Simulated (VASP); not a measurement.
Input of a VASP 6.6.1 run:

Contents of INCAR:

```
SYSTEM = Os
PREC = Accurate
ENCUT = 600
EDIFF = 1E-7
ISMEAR = -1
SIGMA = 0.05
LREAL = .False.
LASPH = .True.
NELM = 80
ALGO = Normal
ISIF = 3
LWAVE = .False.
LCHARG = .False.
GGA = PE
IBRION = 2
NSW = 60
EDIFFG = -0.005
```

Contents of KPOINTS:

```
regular mesh
0
Gamma
  19 19 19
  0 0 0
```

Contents of POSCAR:

```
Os
1.0
   -1.5284210575      1.5284210575      1.5284210575
    1.5284210575     -1.5284210575      1.5284210575
    1.5284210575      1.5284210575     -1.5284210575
Os
1
Direct
    0.0000000000      0.0000000000      0.0000000000
```

Potentials or basis: VASP PAW PBE potentials, release 64 (Os).

Launch:

```bash
$ cat potpaw_PBE.64/Os/POTCAR > POTCAR
$ mpirun -np 1 vasp_std > vasp.out
```

Q: Estimate the band gap on the k mesh.

A: Zero (bands 4 and 5 overlap by 4.40 eV).

Q: What does it give for the relaxed volume?

A: 14.79 Å³/atom.

The path:
```
step  energy change (eV)  largest force (eV/Å)  pressure (GPa)  volume (Å³)
   1              0.0000                0.0000           13.49        14.28
   2              0.2429                0.0000          -34.55        16.92
   3             -0.0203                0.0000           -0.77        14.82
   4             -0.0204                0.0000           -0.04        14.79
```

Caveat: spin-orbit coupling is left out, which moves the levels of the heavy elements.
